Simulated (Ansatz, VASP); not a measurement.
Given: the input of a run of Ansatz 0.2.0 on BiTe.

The input input.yaml:

```yaml
crystal:
  lattice:
    - [2.4545891627, 1.4171577139, 3.3609455389]
    - [-2.4545891627, 1.4171577139, 3.3609455389]
    - [0.0, -2.8343154277, 3.3609455389]
  atoms:
    - { symbol: Bi, position: [0.5, 0.5, 0.5] }
    - { symbol: Te, position: [0.0, 0.0, 0.0] }
hamiltonian:
  xc: r2scan
  pseudopotentials: { kind: paw }
kpoints:
  mp_grid: { grid: [7, 7, 7] }
scf:
  occupations: { method: fermi_dirac, width: 0.05 }
output:
  forces: true
  stress: true
  eigenvalues: true
```

Potentials or basis: Ansatz PAW.

Run with:

```bash
$ ansatz run input.yaml --threads 2 --pin off --max-ram 5632MiB --backend cpu --events-out ev --progress --plain --runs-dir out
```

Q: Set up the same calculation for VASP 6.6.1. Potentials there: VASP PAW PBE potentials, release 64 (Bi_d, Te).

A: As run (the cutoff follows the program's own potentials):

The input POSCAR:

```
BiTe
1.0
    2.4545891627      1.4171577139      3.3609455389
   -2.4545891627      1.4171577139      3.3609455389
    0.0000000000     -2.8343154277      3.3609455389
Bi Te
1 1
Direct
    0.5000000000      0.5000000000      0.5000000000
    0.0000000000      0.0000000000      0.0000000000
```

File INCAR.step1:

```
PREC     = Accurate       # precision mode
ENCUT    = 520            # plane-wave cutoff, eV
ISMEAR   = -1             # smearing method
SIGMA    = 0.05           # smearing width, eV
LREAL    = False          # projectors in reciprocal space
LASPH    = True           # aspherical terms in the spheres
NELM     = 80             # most SCF steps
NBANDS   = 18             # bands
GGA      = PE             # functional
ALGO     = Normal         # electronic algorithm
EDIFF    = 1E-4           # SCF threshold, eV
LWAVE    = True           # write WAVECAR
LCHARG   = False          # write CHGCAR
```

INCAR.step2

```
PREC     = Accurate       # precision mode
ENCUT    = 520            # plane-wave cutoff, eV
EDIFF    = 1E-7           # SCF threshold, eV
ISMEAR   = -1             # smearing method
SIGMA    = 0.05           # smearing width, eV
LREAL    = False          # projectors in reciprocal space
LASPH    = True           # aspherical terms in the spheres
NELM     = 80             # most SCF steps
ALGO     = Normal         # electronic algorithm
ISIF     = 2              # what is computed and relaxed
LWAVE    = False          # write WAVECAR
LCHARG   = True           # write CHGCAR
METAGGA  = R2SCAN         # meta-GGA
LMIXTAU  = True         
LELF     = True           # ELF
LVHAR    = True         
NBANDS   = 18             # bands
ISTART   = 1
```

The input KPOINTS:

```
regular mesh
0
Gamma
  7 7 7
```

Potentials or basis: VASP PAW PBE potentials, release 64 (Bi_d, Te).

Command:

```console
$ cat potpaw_PBE.64/Bi_d/POTCAR potpaw_PBE.64/Te/POTCAR > POTCAR
$ cp INCAR.step1 INCAR
$ mpirun -np 1 vasp_std > vasp.out
$ cp INCAR.step2 INCAR
$ mpirun -np 1 vasp_std > vasp.out
```

Both were run:

|  | VASP | Ansatz | Ansatz less VASP |
| --- | --- | --- | --- |
| gap on the k mesh at the Fermi level (eV) | none | none | - |
| pressure (GPa) | -2.4 | -2.4 | +0.03 |
| traceless stress, the component that is largest in VASP (GPa) | 0.43 | 0.43 | -0.006 |

VASP's potentials were made for PBE, not for r2SCAN. A gap of «none» marks a metal or a gap that the smearing closes. VASP's potentials hold 21 valence electrons a cell and Ansatz's 31, so a difference there can come from the potentials and not from the codes.

Neither program's run includes spin-orbit coupling.
